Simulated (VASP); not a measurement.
# Cr (P6_3/mmc) in VASP: settings compared

The runs below take Cr through single point, with LDA, PBEsol.

Program: VASP 6.6.1. These are calculated values, not measurements. Logs are shortened: lines on timing, memory, paths and dates and some standing lists are left out, and cuts for length are marked.

### Step 1. The cell of the first run

It takes space group P6_3/mmc (No. 194, hexagonal). The conventional cell has a = 2.732 Å, b = 2.732 Å, c = 4.439 Å, α = 90.00°, β = 90.00°, γ = 120.00°. Within 3.6 Å of Cr (site symmetry -6m2) lie 12 Cr at 2.72 to 2.73 Å.

### Step 2. Single point, LDA, collinear spin, ferromagnetic start

INCAR

```
PREC = Accurate
ENCUT = 520
EDIFF = 1E-6
ISMEAR = -1
SIGMA = 0.05
LREAL = False
LASPH = True
NELM = 150
ALGO = Fast
ISIF = 2
LWAVE = False
LCHARG = True
ISPIN = 2
MAGMOM = 3 3
LORBIT = 11
LMAXMIX = 4
GGA = CA
LELF = True
LVHAR = True
NBANDS = 23
```

KPOINTS

```
regular mesh
0
Gamma
  11 11 6
```

POSCAR

```
Cr
1.0
    2.7319740337      0.0000000000      0.0000000000
   -1.3659870169      2.3659589157      0.0000000000
    0.0000000000      0.0000000000      4.4392061492
Cr
2
Direct
    0.6666666667      0.3333333333      0.7500000000
    0.3333333333      0.6666666667      0.2500000000
```

Potentials or basis: VASP PAW LDA potentials, release 64 (Cr_pv).

Started as:

```bash
cat potpaw_LDA.64/Cr_pv/POTCAR > POTCAR
mpirun -np 1 vasp_std > vasp.out
```

OUTCAR:

```text
PREC = Accurate
   ENCUT = 520
   EDIFF = 1E-6
   ISMEAR = -1
   LREAL = False
   LASPH = True
   NELM = 150
   ISIF = 2
   ISPIN = 2
   LORBIT = 11
   GGA = CA

 ion  position               nearest neighbor table
   1  0.667  0.333  0.750-   2 2.72   2 2.72   2 2.72   2 2.72   2 2.72   2 2.72
   2  0.333  0.667  0.250-   1 2.72   1 2.72   1 2.72   1 2.72   1 2.72   1 2.72

  LATTYP: Found a hexagonal cell.
 ALAT       =     2.7319740337
 C/A-ratio  =     1.6249078851

  Lattice vectors:

 A1 = (   2.7319740337,   0.0000000000,   0.0000000000)
 A2 = (  -1.3659870169,   2.3659589157,   0.0000000000)
 A3 = (   0.0000000000,   0.0000000000,   4.4392061492)

Analysis of symmetry for initial positions (statically):
=====================================================================
 Subroutine PRICEL returns:
 Original cell was already a primitive cell.

 Routine SETGRP: Setting up the symmetry group for a
 hexagonal supercell.

 Subroutine GETGRP returns: Found 24 space group operations
 (whereof 12 operations were pure point group operations)
 out of a pool of 24 trial point group operations.

The static configuration has the point symmetry D_3d.
 The point group associated with its full space group is D_6h.

Analysis of symmetry for dynamics (positions and initial velocities):
=====================================================================
 Subroutine PRICEL returns:
 Original cell was already a primitive cell.

 Routine SETGRP: Setting up the symmetry group for a
 hexagonal supercell.

 Subroutine GETGRP returns: Found 24 space group operations
 (whereof 12 operations were pure point group operations)
 out of a pool of 24 trial point group operations.

The dynamic configuration has the point symmetry D_3d.
 The point group associated with its full space group is D_6h.

Analysis of structural, dynamic, and magnetic symmetry:
=====================================================================
 Subroutine PRICEL returns:
 Original cell was already a primitive cell.

 Routine SETGRP: Setting up the symmetry group for a
 hexagonal supercell.

 Subroutine GETGRP returns: Found 24 space group operations
 (whereof 12 operations were pure point group operations)
 out of a pool of 24 trial point group operations.

The overall configuration has the point symmetry D_3d.
 The point group associated with its full space group is D_6h.

 Subroutine INISYM returns: Found 24 space group operations
 (whereof 12 operations are pure point group operations),
 and found     1 'primitive' translations

----------------------------------------------------------------------------------------

                                     Primitive cell

  volume of cell :      28.6939

  direct lattice vectors                    reciprocal lattice vectors
     2.731974034  0.000000000  0.000000000     0.366035690  0.211330804  0.000000000
    -1.365987017  2.365958916  0.000000000     0.000000000  0.422661608  0.000000000
     0.000000000  0.000000000  4.439206149     0.000000000  0.000000000  0.225265502

  length of vectors
     2.731974034  2.731974034  4.439206149     0.422661608  0.422661608  0.225265502

  position of ions in fractional coordinates (direct lattice)
     0.666666667  0.333333333  0.750000000
     0.333333333  0.666666667  0.250000000

  ion indices of the primitive-cell ions
   primitive index   ion index
                 1           1
                 2           2

----------------------------------------------------------------------------------------

 KPOINTS: regular mesh

Automatic generation of k-mesh.
 Grid dimensions read from file:
 generate k-points for:   11   11    6

 Generating k-lattice:

  Cartesian coordinates                     Fractional coordinates (reciprocal lattice)
     0.033275972  0.019211891  0.000000000     0.090909091 -0.000000000  0.000000000
     0.000000000  0.038423783  0.000000000     0.000000000  0.090909091  0.000000000
     0.000000000  0.000000000  0.037544250     0.000000000  0.000000000  0.166666667

  Length of vectors
     0.038423783  0.038423783  0.037544250

  Shift w.r.t. Gamma in fractional coordinates (k-lattice)
     0.000000000  0.000000000  0.000000000

 Subroutine IBZKPT returns following result:
 ===========================================

 Found     64 irreducible k-points:

 Following reciprocal coordinates:
            Coordinates               Weight
  0.000000  0.000000  0.000000      1.000000
  0.090909 -0.000000  0.000000      6.000000
  0.181818 -0.000000  0.000000      6.000000
  0.272727  0.000000  0.000000      6.000000
  0.363636 -0.000000  0.000000      6.000000
  0.454545  0.000000  0.000000      6.000000
[... 16 lines left out ...]
  0.090909  0.090909  0.166667     12.000000
  0.181818  0.090909  0.166667     24.000000
 [... further k-points ...]
   k-points           NKPTS =     64   k-points in BZ     NKDIM =     64   number of bands    NBANDS=     23
   number of dos      NEDOS =    301   number of ions     NIONS =      2
   total plane-waves  NPLWV =  14400
   dimension x,y,z NGX =    20 NGY =   20 NGZ =   36
   dimension x,y,z NGXF=    40 NGYF=   40 NGZF=   72
   ions per type =               2
   NGX,Y,Z   is equivalent  to a cutoff of  12.17, 12.17, 13.48 a.u.
   NGXF,Y,Z  is equivalent  to a cutoff of  24.34, 24.34, 26.96 a.u.
 SYSTEM =  unknown system
   PREC   = accura    normal or accurate (medium, high low for compatibility)
   ISTART =      0    job   : 0-new  1-cont  2-samecut
   ICHARG =      2    charge: 1-file 2-atom 10-const
   ISPIN  =      2    spin polarized calculation?
   LNONCOLLINEAR =      F non collinear calculations
   LSORBIT =      F    spin-orbit coupling
   LASPH  =      T    aspherical Exc in radial PAW
   ENCUT  =  520.0 eV  38.22 Ry    6.18 a.u.   5.08  5.08  8.25*2*pi/ulx,y,z
   NELM   =    150;   NELMIN=  2; NELMDL= -5     # of ELM steps
   EDIFF  = 0.1E-05   stopping-criterion for ELM
   LREAL  =      F    real-space projection
   EDIFFG = 0.1E-04   stopping-criterion for IOM
   NSW    =      0    number of steps for IOM
   IBRION =     -1    ionic relax: 0-MD 1-quasi-New 2-CG
   NFREE  =      0    steps in history (QN), initial steepest desc. (CG)
   ISIF   =      2    stress and relaxation
   ISYM   =      2    0-nonsym 1-usesym 2-fastsym
   POTIM  = 0.5000    time-step for ionic-motion
   TEBEG  =    0.0;   TEEND  =   0.0 temperature during run
   PSTRESS=    0.0 pullay stress
   NELECT =      24.0000    total number of electrons
   NUPDOWN=      -1.0000    fix difference up-down
   EMIN   =  10.00;   EMAX   =-10.00  energy-range for DOS
   EFERMI =   0.00;   METHOD = LEGACY
   ISMEAR =    -1;   SIGMA  =   0.05  broadening in eV -4-tet -1-fermi 0-gaus
   EFERMI_NEDOS =   21; number of points for ismear=-14 and -15
   IALGO  =     68    algorithm
   IMIX   =      4    mixing-type and parameters
     AMIX     =   0.40;   BMIX     =  1.00
     AMIX_MAG =   1.60;   BMIX_MAG =  1.00
  volume/ion in A,a.u.               =      14.35        96.82
  Fermi-wavevector in a.u.,A,eV,Ry     =   1.542466  2.914838 32.370993  2.379201
  Thomas-Fermi vector in A             =   2.648266
   LORBIT       =     11    0 simple, 1 ext, 2 COOP (PROOUT), +10 PAW based schemes
   GGA     = CA    functional components
   LHFCALC =     F    Hartree Fock is set to
   AEXX    =    0.0000 exact exchange contribution
   IVDW    =     0    specifies the selected vdW correction
   LEPSILON=     F    determine dielectric tensor
   LRPA    =     F    only Hartree local field effects (RPA)
 spin polarized calculation
 RMM-DIIS sequential band-by-band and
  energy-cutoff  :      520.00
  volume of cell :       28.69
 maximum number of plane-waves:       785
   NGX = 11   NGY = 11   NGZ = 17

 number of electron      24.0000014 magnetization       0.8713929

 Free energy of the ion-electron system (eV)
  ---------------------------------------------------
  ext. energy  EPLUGINS =         0.00000000
  ---------------------------------------------------
  free energy    TOTEN  =       -19.32754351 eV

  energy without entropy =      -19.28338979  energy(sigma->0) =      -19.30546665

 E-fermi :   7.8046     XC(G=0): -12.7578

 val. band max:        7.8039977671   @ k =   0.0909   0.0909   0.0000
 cond. band min:       7.8056641458   @ k =   0.0909   0.0909   0.0000
 fundamental gap:      0.0016663788
 Fermi energy:         7.8046143932

 spin component 1

 k-point     1 :       0.0000    0.0000    0.0000
  band No.  band energies     occupation
      1     -35.0444      1.00000
      2     -34.6877      1.00000
      3     -34.6877      1.00000
      4     -34.6234      1.00000
      5     -34.6234      1.00000
      6     -34.5747      1.00000
[... 15 lines left out ...]
     22      25.7327      0.00000
     23      28.3010      0.00000

 k-point     2 :       0.0909   -0.0000    0.0000
  band No.  band energies     occupation
      1     -35.0320      1.00000
      2     -34.7151      1.00000
      3     -34.6964      1.00000
      4     -34.6519      1.00000
      5     -34.6277      1.00000
      6     -34.5794      1.00000
[... 15 lines left out ...]
     22      24.9026      0.00000
     23      26.8508      0.00000

 k-point     3 :       0.1818   -0.0000    0.0000
  band No.  band energies     occupation
      1     -34.9970      1.00000
      2     -34.7893      1.00000
      3     -34.7270      1.00000
      4     -34.7194      1.00000
      5     -34.6400      1.00000
      6     -34.5939      1.00000
[... 15 lines left out ...]
     22      22.0333      0.00000
     23      25.2021      0.00000
[... 495 lines left out ...]
 k-point    23 :       0.0909    0.0909    0.1667
  band No.  band energies     occupation
      1     -34.9851      1.00000
      2     -34.7521      1.00000
      3     -34.7310      1.00000
      4     -34.6959      1.00000
      5     -34.6451      1.00000
      6     -34.6071      1.00000
[... 15 lines left out ...]
     22      23.5469      0.00000
     23      24.3455      0.00000

 k-point    24 :       0.1818    0.0909    0.1667
  band No.  band energies     occupation
      1     -34.9577      1.00000
      2     -34.8247      1.00000
      3     -34.8059      1.00000
      4     -34.7300      1.00000
      5     -34.6663      1.00000
      6     -34.6197      1.00000
[... 15 lines left out ...]
     22      20.7372      0.00000
     23      22.5916      0.00000

 [... further k-points ...]

 spin component 2

 k-point     1 :       0.0000    0.0000    0.0000
  band No.  band energies     occupation
      1     -34.6893      1.00000
      2     -34.3110      1.00000
      3     -34.3110      1.00000
      4     -34.2461      1.00000
      5     -34.2461      1.00000
      6     -34.2143      1.00000
[... 15 lines left out ...]
     22      25.8440      0.00000
     23      28.4217      0.00000

 k-point     2 :       0.0909   -0.0000    0.0000
  band No.  band energies     occupation
      1     -34.6767      1.00000
      2     -34.3387      1.00000
      3     -34.3198      1.00000
      4     -34.2749      1.00000
      5     -34.2505      1.00000
      6     -34.2191      1.00000
[... 15 lines left out ...]
     22      25.0551      0.00000
     23      27.0137      0.00000

 k-point     3 :       0.1818   -0.0000    0.0000
  band No.  band energies     occupation
      1     -34.6413      1.00000
      2     -34.4138      1.00000
      3     -34.3510      1.00000
      4     -34.3431      1.00000
      5     -34.2629      1.00000
      6     -34.2337      1.00000
[... 15 lines left out ...]
     22      22.2315      0.00000
     23      25.3967      0.00000
[... 495 lines left out ...]
 k-point    23 :       0.0909    0.0909    0.1667
  band No.  band energies     occupation
      1     -34.6290      1.00000
      2     -34.3766      1.00000
      3     -34.3559      1.00000
      4     -34.3205      1.00000
      5     -34.2681      1.00000
      6     -34.2450      1.00000
[... 15 lines left out ...]
     22      23.7244      0.00000
     23      24.5425      0.00000

 k-point    24 :       0.1818    0.0909    0.1667
  band No.  band energies     occupation
      1     -34.5997      1.00000
      2     -34.4513      1.00000
      3     -34.4320      1.00000
      4     -34.3543      1.00000
      5     -34.2896      1.00000
      6     -34.2580      1.00000
[... 15 lines left out ...]
     22      20.9441      0.00000
     23      22.7895      0.00000

 [... further k-points ...]
[... 5 lines left out ...]
  --------------------------------------------------------------------------------------
  -------------------------------------------------------------------------------------
  Total       -7.5830238     -7.5830238     -6.3767609      0.0000000      0.0000000      0.0000000
  in kB     -423.4127424   -423.4127424   -356.0587260      0.0000000      0.0000000      0.0000000
  external PRESSURE =    -400.9614036 kB  Pullay stress =       0.0000000 kB

 VOLUME and BASIS-vectors are now :
 -----------------------------------------------------------------------------
  energy-cutoff  :      520.00
  volume of cell :       28.69
      direct lattice vectors                 reciprocal lattice vectors
     2.731974034  0.000000000  0.000000000     0.366035690  0.211330804  0.000000000
    -1.365987017  2.365958916  0.000000000     0.000000000  0.422661608  0.000000000
     0.000000000  0.000000000  4.439206149     0.000000000  0.000000000  0.225265502

 POSITION                                       TOTAL-FORCE (eV/Angst)
 -----------------------------------------------------------------------------------
      1.36599      0.78865      3.32940         0.000000      0.000000      0.000000
     -0.00000      1.57731      1.10980        -0.000000     -0.000000      0.000000
 -----------------------------------------------------------------------------------
    total drift:                               -0.000000      0.000000     -0.000000

  FREE ENERGIE OF THE ION-ELECTRON SYSTEM (eV)
  ---------------------------------------------------
  free  energy   TOTEN  =       -19.3275435090 eV

  energy  without entropy=      -19.2833897872  energy(sigma->0) =      -19.30546665

 total charge

# of ion       s       p       d       tot
------------------------------------------
    1        0.372   6.263   4.066  10.701
    2        0.372   6.263   4.066  10.701
--------------------------------------------------
tot          0.743  12.526   8.132  21.402

 magnetization (x)

# of ion       s       p       d       tot
------------------------------------------
    1        0.002   0.011   0.390   0.402
    2        0.002   0.011   0.390   0.402
--------------------------------------------------
tot          0.003   0.022   0.779   0.804
```

Run time: 44 s. Hardware: 1 thread of Intel Xeon 6975P-C (Granite Rapids), shared host; peak memory 0.17 GiB.

Results:

| Quantity | Value |
| --- | --- |
| Free energy | -19.3275 eV |
| Pressure | -40.1 GPa |
| Net moment | 0.87 μB per cell |
| Site moments | Cr +0.40 μB |
| Valence electrons inside the program's atomic spheres | Cr 10.70 |

(Part 1 of 2 ends here.)
